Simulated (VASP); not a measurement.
A run of VASP 6.6.1 is set up as follows.

File INCAR:

```
SYSTEM = B
PREC = Accurate
ENCUT = 520
EDIFF = 1E-6
ISMEAR = -1
SIGMA = 0.05
LREAL = .FALSE.
LASPH = .TRUE.
NELM = 100
ALGO = Normal
ISIF = 2
LWAVE = .FALSE.
LCHARG = .FALSE.
NBANDS = 10
```

File KPOINTS:

```
Automatic mesh
0
G
  16 16 9
  0 0 0
```

The input POSCAR:

```
B
1.0
    2.1003865828      0.0000000000      0.0000000000
   -1.0501932914      1.8189881384      0.0000000000
    0.0000000000      0.0000000000      3.4026262641
B
2
Direct
    0.2333333333      0.6166666667      0.1750000000
    0.7666666667      0.3833333333      0.8250000000
```

Potentials or basis: VASP PAW LDA potentials, release 64 (B).

The run is started by

```sh
$ cat potpaw_LDA.64/B/POTCAR > POTCAR
$ mpirun -np 1 vasp_std > vasp.out
```

Task: Predict the pressure.

Result: 27.0 GPa.

Task: Estimate the band gap on the k mesh.

Result: Zero (bands 3 and 4 overlap by 5.06 eV).

Task: Estimate the largest force.

Result: 5.909 eV/Å.

Forces on the atoms (eV/Å):
```
B    2.450  1.415  5.188
B   -2.450 -1.415 -5.188
```

Caveat: the cell differs from its parent crystal (shortest bond scaled by 0.7); the cell stands under pressure; forces of over 1 eV/Å act on the atoms, so gaps and moduli don't describe the material at rest.
